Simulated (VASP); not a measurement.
# Zr (Fm-3m) in VASP: settings compared

The runs below take Zr through single point, with r2SCAN, PBE.

Everything below comes from runs of VASP 6.6.1. Logs are shortened: lines on timing, memory, paths and dates and some standing lists are left out, and cuts for length are marked.

**1. The cell of the first run**

The structure is cubic, space group Fm-3m (No. 225). Conventional cell: a = 4.451 Å, b = 4.451 Å, c = 4.451 Å, α = 90.00°, β = 90.00°, γ = 90.00°. Within 4.1 Å of Zr (site symmetry m-3m) lie 12 Zr at 3.15 Å.

**2. Single point, r2SCAN (functional r2SCAN, strained)**

The input, POSCAR:

```
Zr
1.0
    0.0000000000      2.2254820500      2.2254820500
    2.2254820500      0.0000000000      2.2254820500
    2.2254820500      2.2254820500      0.0000000000
Zr
1
Direct
    0.0000000000      0.0000000000      0.0000000000
```

The input, INCAR.step1:

```
PREC = Accurate ; ENCUT = 520
ISMEAR = 0 ; SIGMA = 0.1
LREAL = F ; LASPH = T
NELM = 80 ; NBANDS = 12
GGA = PE ; ALGO = Normal
EDIFF = 1E-4 ; LWAVE = T
LCHARG = F
```

The input, INCAR.step2:

```
PREC = Accurate ; ENCUT = 520
EDIFF = 1E-6 ; ISMEAR = 0
SIGMA = 0.1 ; LREAL = F
LASPH = T ; NELM = 80
ALGO = Normal ; ISIF = 2
LWAVE = F ; LCHARG = T
METAGGA = R2SCAN ; LMIXTAU = T
LELF = T ; LVHAR = T
NBANDS = 12 ; ISTART = 1
```

The input, KPOINTS:

```
regular mesh
0
Gamma
  16 16 16
```

Potentials or basis: VASP PAW PBE potentials, release 64 (Zr_sv).

Launch:

```console
$ cat potpaw_PBE.64/Zr_sv/POTCAR > POTCAR
$ cp INCAR.step1 INCAR
$ mpirun -np 1 vasp_std > vasp.out
$ cp INCAR.step2 INCAR
$ mpirun -np 1 vasp_std > vasp.out
```

OUTCAR:

```text
PREC = Accurate
   ENCUT = 520
   EDIFF = 1E-6
   ISMEAR = 0
   LREAL = F
   LASPH = T
   NELM = 80
   ISIF = 2
   METAGGA = R2SCAN
   ISTART = 1

 ion  position               nearest neighbor table
   1  0.000  0.000  0.000-

  LATTYP: Found a face centered cubic cell.
 ALAT       =     4.4509641000

  Lattice vectors:

 A1 = (   0.0000000000,   2.2254820500,   2.2254820500)
 A2 = (   2.2254820500,   0.0000000000,   2.2254820500)
 A3 = (   2.2254820500,   2.2254820500,   0.0000000000)

Analysis of symmetry for initial positions (statically):
=====================================================================
 Subroutine PRICEL returns:
 Original cell was already a primitive cell.

 Routine SETGRP: Setting up the symmetry group for a
 face centered cubic supercell.

 Subroutine GETGRP returns: Found 48 space group operations
 (whereof 48 operations were pure point group operations)
 out of a pool of 48 trial point group operations.

The static configuration has the point symmetry O_h .

Analysis of symmetry for dynamics (positions and initial velocities):
=====================================================================
 Subroutine PRICEL returns:
 Original cell was already a primitive cell.

 Routine SETGRP: Setting up the symmetry group for a
 face centered cubic supercell.

 Subroutine GETGRP returns: Found 48 space group operations
 (whereof 48 operations were pure point group operations)
 out of a pool of 48 trial point group operations.

The dynamic configuration has the point symmetry O_h .

 Subroutine INISYM returns: Found 48 space group operations
 (whereof 48 operations are pure point group operations),
 and found     1 'primitive' translations

----------------------------------------------------------------------------------------

                                     Primitive cell

  volume of cell :      22.0446

  direct lattice vectors                    reciprocal lattice vectors
     0.000000000  2.225482050  2.225482050    -0.224670426  0.224670426  0.224670426
     2.225482050  0.000000000  2.225482050     0.224670426 -0.224670426  0.224670426
     2.225482050  2.225482050  0.000000000     0.224670426  0.224670426 -0.224670426

  length of vectors
     3.147306898  3.147306898  3.147306898     0.389140593  0.389140593  0.389140593

  position of ions in fractional coordinates (direct lattice)
     0.000000000  0.000000000  0.000000000

  ion indices of the primitive-cell ions
   primitive index   ion index
[... 75 lines left out ...]
   EDIFFG = 0.1E-04   stopping-criterion for IOM
   NSW    =      0    number of steps for IOM
   IBRION =     -1    ionic relax: 0-MD 1-quasi-New 2-CG
   NFREE  =      0    steps in history (QN), initial steepest desc. (CG)
   ISIF   =      2    stress and relaxation
   ISYM   =      2    0-nonsym 1-usesym 2-fastsym
   POTIM  = 0.5000    time-step for ionic-motion
   TEBEG  =    0.0;   TEEND  =   0.0 temperature during run
   PSTRESS=    0.0 pullay stress
   NELECT =      12.0000    total number of electrons
   NUPDOWN=      -1.0000    fix difference up-down
   EMIN   =  10.00;   EMAX   =-10.00  energy-range for DOS
   EFERMI =   0.00;   METHOD = LEGACY
   ISMEAR =     0;   SIGMA  =   0.10  broadening in eV -4-tet -1-fermi 0-gaus
   EFERMI_NEDOS =   21; number of points for ismear=-14 and -15
   IALGO  =     38    algorithm
   IMIX   =      4    mixing-type and parameters
     AMIX     =   0.40;   BMIX     =  1.00
     AMIX_MAG =   1.60;   BMIX_MAG =  1.00
  volume/ion in A,a.u.               =      22.04       148.76
  Fermi-wavevector in a.u.,A,eV,Ry     =   1.336702  2.526000 24.310500  1.786771
  Thomas-Fermi vector in A             =   2.465308
   LORBIT       =      0    0 simple, 1 ext, 2 COOP (PROOUT), +10 PAW based schemes
   METAGGA = R2SCAN    functional components
   LHFCALC =     F    Hartree Fock is set to
   AEXX    =    0.0000 exact exchange contribution
   IVDW    =     0    specifies the selected vdW correction
   LEPSILON=     F    determine dielectric tensor
   LRPA    =     F    only Hartree local field effects (RPA)
 non-spin polarized calculation
 Gauss-broadening in eV      SIGMA  =   0.10
  energy-cutoff  :      520.00
  volume of cell :       22.04
 maximum number of plane-waves:       609
   NGX = 11   NGY = 11   NGZ = 11

 number of electron      12.0000000 magnetization

 Free energy of the ion-electron system (eV)
  ---------------------------------------------------
  ext. energy  EPLUGINS =         0.00000000
  ---------------------------------------------------
  free energy    TOTEN  =       -22.67470173 eV

  energy without entropy =      -22.66577408  energy(sigma->0) =      -22.67023791

 E-fermi :   9.5401     XC(G=0): -12.2417

 val. band max:        9.5336354262   @ k =   0.2500   0.0000   0.0000
 cond. band min:       9.5467249890   @ k =  -0.4375   0.1250   0.0000
 fundamental gap:      0.0130895628
 Fermi energy:         9.5401272300

 k-point     1 :       0.0000    0.0000    0.0000
  band No.  band energies     occupation
      1     -40.7572      2.00000
      2     -17.4703      2.00000
      3     -17.4703      2.00000
      4     -17.4703      2.00000
      5       3.5565      2.00000
      6      10.6751      0.00000
      7      10.6751      0.00000
      8      10.6751      0.00000
      9      13.4596      0.00000
     10      13.4596      0.00000
     11      20.4925      0.00000
     12      25.2852      0.00000
[... 331 lines left out ...]
 k-point    24 :      -0.0625    0.0625    0.0000
  band No.  band energies     occupation
      1     -40.7386      2.00000
      2     -17.5889      2.00000
      3     -17.5037      2.00000
      4     -17.4777      2.00000
      5       3.9255      2.00000
      6      10.3094      0.00000
      7      10.8369      0.00000
      8      10.8650      0.00000
      9      13.1280      0.00000
     10      13.4450      0.00000
     11      21.2904      0.00000
     12      24.1281      0.00000

 [... further k-points ...]
[... 5 lines left out ...]
  --------------------------------------------------------------------------------------
  -------------------------------------------------------------------------------------
  Total        0.7648076      0.7648076      0.7648076      0.0000000     -0.0000000      0.0000000
  in kB       55.5853698     55.5853698     55.5853698      0.0000000     -0.0000000      0.0000000
  external PRESSURE =      55.5853698 kB  Pullay stress =       0.0000000 kB

 VOLUME and BASIS-vectors are now :
 -----------------------------------------------------------------------------
  energy-cutoff  :      520.00
  volume of cell :       22.04
      direct lattice vectors                 reciprocal lattice vectors
     0.000000000  2.225482050  2.225482050    -0.224670426  0.224670426  0.224670426
     2.225482050  0.000000000  2.225482050     0.224670426 -0.224670426  0.224670426
     2.225482050  2.225482050  0.000000000     0.224670426  0.224670426 -0.224670426

 POSITION                                       TOTAL-FORCE (eV/Angst)
 -----------------------------------------------------------------------------------
      0.00000      0.00000      0.00000         0.000000     -0.000000     -0.000000
 -----------------------------------------------------------------------------------
    total drift:                               -0.000000     -0.000000     -0.000000

  FREE ENERGIE OF THE ION-ELECTRON SYSTEM (eV)
  ---------------------------------------------------
  free  energy   TOTEN  =       -22.6747017323 eV

  energy  without entropy=      -22.6657740818  energy(sigma->0) =      -22.67023791
```

It took 77 s on 1 thread of AMD EPYC 9R45 (Zen 5), shared host; peak memory 0.14 GiB.

Results:

| Item | Value |
| --- | --- |
| Free energy | -22.6747 eV |
| Pressure | 5.6 GPa |
| Band gap on the k mesh | zero (band 6 reaches 10.68 eV, above the bottom of band 7 at 9.09 eV) |

Caveat: the cell differs from its parent crystal (functional r2SCAN, strained); the PAW data sets were made with another functional, which shifts forces and pressure a little.

**3. Single point, PBE (strained)**

The input, INCAR:

```
ALGO = Normal
EDIFF = 1E-6
ENCUT = 520
GGA = PE
ISIF = 2
ISMEAR = 0
LASPH = True
LCHARG = False
LREAL = False
LWAVE = False
NBANDS = 12
NELM = 60
PREC = Accurate
SIGMA = 0.1
```

The input, KPOINTS:

```
k-points
0
Gamma
  16 16 16
```

The input, POSCAR:

```
Zr
1.0
    0.0000000000      2.1894922500      2.1894922500
    2.1894922500      0.0000000000      2.1894922500
    2.1894922500      2.1894922500      0.0000000000
Zr
1
Direct
    0.0000000000      0.0000000000      0.0000000000
```

Potentials or basis: VASP PAW PBE potentials, release 64 (Zr_sv).

Launch:

```console
$ cat potpaw_PBE.64/Zr_sv/POTCAR > POTCAR
$ mpirun -np 1 vasp_std > vasp.out
```

OUTCAR:

```text
EDIFF = 1E-6
   ENCUT = 520
   GGA = PE
   ISIF = 2
   ISMEAR = 0
   LASPH = True
   LREAL = False
   NELM = 60
   PREC = Accurate

 ion  position               nearest neighbor table
   1  0.000  0.000  0.000-

  LATTYP: Found a face centered cubic cell.
 ALAT       =     4.3789845000

  Lattice vectors:

 A1 = (   0.0000000000,   2.1894922500,   2.1894922500)
 A2 = (   2.1894922500,   0.0000000000,   2.1894922500)
 A3 = (   2.1894922500,   2.1894922500,   0.0000000000)

Analysis of symmetry for initial positions (statically):
[... 529 lines left out ...]
      5       4.7567      2.00000
      6      10.7375      0.00000
      7      11.2527      0.00000
      8      11.2871      0.00000
      9      13.5075      0.00000
     10      13.8334      0.00000
     11      21.5798      0.00000
     12      24.2801      0.00000

 [... further k-points ...]
[... 5 lines left out ...]
  --------------------------------------------------------------------------------------
  -------------------------------------------------------------------------------------
  Total        1.3878557      1.3878557      1.3878557      0.0000000      0.0000000      0.0000000
  in kB      105.9240737    105.9240737    105.9240737      0.0000000      0.0000000      0.0000000
  external PRESSURE =     105.9240737 kB  Pullay stress =       0.0000000 kB

 VOLUME and BASIS-vectors are now :
 -----------------------------------------------------------------------------
  energy-cutoff  :      520.00
  volume of cell :       20.99
      direct lattice vectors                 reciprocal lattice vectors
     0.000000000  2.189492250  2.189492250    -0.228363448  0.228363448  0.228363448
     2.189492250  0.000000000  2.189492250     0.228363448 -0.228363448  0.228363448
     2.189492250  2.189492250  0.000000000     0.228363448  0.228363448 -0.228363448

 POSITION                                       TOTAL-FORCE (eV/Angst)
 -----------------------------------------------------------------------------------
      0.00000      0.00000      0.00000        -0.000000      0.000000     -0.000000
 -----------------------------------------------------------------------------------
    total drift:                                0.000000      0.000000     -0.000000

  FREE ENERGIE OF THE ION-ELECTRON SYSTEM (eV)
  ---------------------------------------------------
  free  energy   TOTEN  =        -8.4154181312 eV

  energy  without entropy=       -8.4079288321  energy(sigma->0) =       -8.41167348
```

It took 12 s on 1 thread of Intel Xeon 6975P-C, shared host; peak memory 0.16 GiB.

What came out:

```yaml
Free_energy: -8.4154 eV
Pressure: 10.6 GPa
Band_gap_on_the_k_mesh: zero (band 6 reaches 11.09 eV, above the bottom of band 7 at 9.67 eV)
```

Levels at points of the mesh, in eV from the Fermi level:
```
           k point  band 2  band 3  band 4  band 5  band 6  band 7  band 8  band 9  band 10  band 11
(0.00, 0.00, 0.00)  -25.90  -25.90  -25.90   -5.73    0.97    0.97    0.97    3.73     3.73    10.67
(0.50, 0.00, 0.00)  -27.23  -26.07  -26.07   -3.23    0.76    0.76    1.51    5.79     5.79    10.47
(0.50, 0.50, 0.00)  -27.14  -26.37  -26.37   -3.43   -2.59    3.61    5.80    6.38     6.38    10.60
```

Caveat: the cell differs from its parent crystal (strained).
